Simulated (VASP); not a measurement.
Set up this calculation in VASP 6.6.1, as the native input.

| Property | Result |
| --- | --- |
| Task | single point |
| Functional | PBE |
| Potentials or basis | VASP PAW PBE potentials, release 64 (Si, C) |
| Cutoff | 520 eV |
| k mesh | 12 × 12 × 12 |
| Occupations | gaussian, width 0.05 eV |
| Spin | no spin polarisation |
| Dipole correction | no |
| Further INCAR settings | ALGO = Normal; EDIFF = 1e-06; NBANDS = 11 |

The structure of SiC lies in POSCAR:

```
SiC
1.0
    0.0000000000      1.9130224918      2.8695337377
    1.9130224918      0.0000000000      2.8695337377
    1.9130224918      1.9130224918      0.0000000000
Si C
1 1
Direct
    0.0000000000      0.0000000000      0.0000000000
    0.7500000000      0.7500000000      0.7500000000
```

This cell differs from its parent crystal: ratio of the length along z to the lengths across it x 1.5, volume and fractional coordinates fixed.

These files were run (other wordings do the same):

INCAR

```
ALGO = Normal
EDIFF = 1E-6
ENCUT = 520
GGA = PE
ISIF = 2
ISMEAR = 0
LASPH = T
LCHARG = T
LELF = T
LREAL = F
LVHAR = T
LWAVE = F
NBANDS = 11
NELM = 80
PREC = Accurate
SIGMA = 0.05
```

KPOINTS

```
k-points
0
Gamma
  12 12 12
```

Potentials or basis: VASP PAW PBE potentials, release 64 (Si, C).

The run is started by

```console
$ cat potpaw_PBE.64/Si/POTCAR potpaw_PBE.64/C/POTCAR > POTCAR
$ mpirun -np 1 vasp_std > vasp.out
```

Results of the run:

```yaml
Pressure: -1.5 GPa
Band_gap_on_the_k_mesh: zero (band 4 reaches 10.33 eV, above the bottom of band 5 at 8.86 eV)
```

Wall time 13 s on 1 thread of Intel(R) Xeon(R) 6975P-C (Granite Rapids), with other jobs on the host, peak memory 0.16 GiB.
